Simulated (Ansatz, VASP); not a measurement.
## Ir: VASP beside Ansatz

```
CELL_PARAMETERS angstrom
0.00000 1.89090 1.91970
1.89090 0.00000 1.91970
1.89090 1.89090 0.00000
ATOMIC_POSITIONS crystal
Ir 0.00000 0.00000 0.00000
```

Change from the starting cell: x and y stretched by -1.5 %, z held.

Alike in both runs: task single point; functional PBE; k mesh 18 × 18 × 18; occupations fermi-dirac, width 0.05 eV; no spin polarisation.

|  | VASP | Ansatz |
| --- | --- | --- |
| version | VASP 6.6.1 | Ansatz 0.2.0 |
| potentials or method | VASP PAW PBE potentials, release 64 (Ir), cutoff 500 eV | all-electron LAPW, scalar-relativistic |

```csv
,VASP,Ansatz,Ansatz less VASP
pressure (GPa),22.6,21.8,-0.85
"traceless stress, the component that is largest in VASP (GPa)",-4.35,-4.37,-0.019
```

Ansatz ran all-electron here, and VASP with PAW potentials.

Neither program's run includes spin-orbit coupling.
